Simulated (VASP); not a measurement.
Wanted: the native input for a VASP 6.6.1 run.

- Task: relaxation of cell and atoms
- Functional: PBEsol
- Potentials or basis: VASP PAW PBE potentials, release 64 (Ge_d)
- Cutoff: 600 eV
- k mesh: 8 × 8 × 8
- Occupations: gaussian, width 0.1 eV
- Spin: no spin polarisation
- Dipole correction: no
- Further INCAR settings: ALGO = Normal; EDIFF = 1e-06; IBRION = 2; EDIFFG = -0.01; NSW = 100; ISIF = 3

The structure of Ge lies in POSCAR:

```
Ge
1.0
    5.3339526961      0.0000000000      0.0000000000
    0.0000000000      5.3339526961      0.0000000000
    0.0000000000      0.0000000000      5.3339526961
Ge
8
Direct
    0.5000000000      0.5000000000      0.5000000000
    0.0000000000      0.0000000000      0.0000000000
    0.2500000000      0.0000000000      0.5000000000
    0.5000000000      0.2500000000      0.0000000000
    0.5000000000      0.7500000000      0.0000000000
    0.7500000000      0.0000000000      0.5000000000
    0.0000000000      0.5000000000      0.7500000000
    0.0000000000      0.5000000000      0.2500000000
```

The input as run:

INCAR

```
SYSTEM = Ge
PREC     = Accurate       ! precision mode
ENCUT    = 600            ! plane-wave cutoff, eV
EDIFF    = 1E-6           ! SCF threshold, eV
ISMEAR   = 0              ! smearing method
SIGMA    = 0.1            ! smearing width, eV
LREAL    = .False.        ! projectors in reciprocal space
LASPH    = .True.         ! aspherical terms in the spheres
NELM     = 80             ! most SCF steps
ALGO     = Normal         ! electronic algorithm
ISIF     = 3              ! what is computed and relaxed
LWAVE    = .False.        ! write WAVECAR
LCHARG   = .False.        ! write CHGCAR
GGA      = PS             ! functional
IBRION   = 2              ! ionic algorithm
NSW      = 100            ! ionic steps
EDIFFG   = -0.01          ! ionic threshold
```

KPOINTS

```
Automatic mesh
0
Gamma
  8 8 8
  0 0 0
```

Potentials or basis: VASP PAW PBE potentials, release 64 (Ge_d).

The run is started by

```console
$ cat potpaw_PBE.64/Ge_d/POTCAR > POTCAR
$ mpirun -np 1 vasp_std > vasp.out
```

It gave:

```
Relaxed volume                         : 18.80 Å³/atom
Relaxed cell                           : a = 5.318 Å, b = 5.318 Å, c = 5.318 Å, α = 90.00°, β = 90.00°, γ = 90.00°
Space group after relaxing (to 0.05 Å) : Pm-3n (No. 223)
Energy gained by relaxing              : 0.1 meV/atom
Ionic steps                            : 2
Pressure after relaxing                : 0.1 GPa
Band gap on the k mesh                 : zero (band 56 reaches 7.60 eV, above the bottom of band 57 at 5.71 eV)
```

Caveat: the PAW data sets were made with another functional, which shifts forces and pressure a little.

Run time: 5 min on 1 thread of Intel(R) Xeon(R) 6975P-C (Granite Rapids) (shared host), peak memory 0.51 GiB.
